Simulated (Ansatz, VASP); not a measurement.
Two plane-wave programs on LiCl

File POSCAR:

```
LiCl
1.0
    0.0000000000      2.4203114283      2.6693782126
    2.4203114283      0.0000000000      2.6693782126
    2.4203114283      2.4203114283      0.0000000000
Li Cl
1 1
Direct
    0.0000000000      0.0000000000      0.0000000000
    0.5000000000      0.5000000000      0.5000000000
```

Contents of INCAR.step1:

```
PREC = Accurate ; ENCUT = 520
ISMEAR = 0 ; SIGMA = 0.01
LREAL = False ; LASPH = True
NELM = 100 ; NBANDS = 12
GGA = PE ; ALGO = Normal
EDIFF = 1E-4 ; LWAVE = True
LCHARG = False
```

INCAR.step2

```
PREC = Accurate ; ENCUT = 520
EDIFF = 1E-6 ; ISMEAR = 0
SIGMA = 0.01 ; LREAL = False
LASPH = True ; NELM = 100
ALGO = Normal ; ISIF = 2
LWAVE = False ; LCHARG = False
METAGGA = R2SCAN ; LMIXTAU = True
NBANDS = 12 ; ISTART = 1
```

Contents of KPOINTS:

```
regular mesh
0
Gamma
  8 8 8
```

Input for Ansatz:

```yaml
crystal:
  lattice:
    - [0.0, 2.4203114283, 2.6693782126]
    - [2.4203114283, 0.0, 2.6693782126]
    - [2.4203114283, 2.4203114283, 0.0]
  atoms:
    - { symbol: Li, position: [0.0, 0.0, 0.0] }
    - { symbol: Cl, position: [0.5, 0.5, 0.5] }
kpoints:
  mp_grid: { grid: [8, 8, 8] }
  band_path:
    path:
      - [0.0, 0.0, 0.0]
      - [0.5, 0.0, 0.5]
      - [0.625, 0.25, 0.625]
      - [0.375, 0.375, 0.75]
      - [0.5, 0.5, 0.5]
      - [0.5, 0.25, 0.75]
      - [0.0, 0.0, 0.5]
    npoints: 1
hamiltonian:
  xc: r2scan
scf:
  occupations: { method: fixed }
  n_extra_bands: 4
output:
  forces: true
  stress: true
  eigenvalues: true
  write_density: true
  write_potential: true
  elf: true
  volumetric_format: npy
```

Change from the starting cell: epitaxial_xy strain -5.3%.

Alike in both runs: task single point; functional r2SCAN; k mesh 8 × 8 × 8; no spin polarisation.

|  | VASP | Ansatz |
| --- | --- | --- |
| version | VASP 6.6.1 | Ansatz 0.2.0 |
| potentials or method | VASP PAW PBE potentials, release 64 (Li_sv, Cl) | plane waves, PAW |
| plane-wave cutoff (eV) | 520 | 500 |
| occupations | gaussian, width 0.01 eV | fixed |
| valence electrons in the cell | 10 | 10 |

Ansatz gave:

- gap on the k mesh at the Fermi level (eV): 7.44

Q: What did VASP give for the same quantities?

A: gap on the k mesh at the Fermi level (eV): 7.45.

VASP's potentials were made for PBE, not for r2SCAN.

Noted on VASP's run: the cutoff is short for stress, so the pressure is rough.
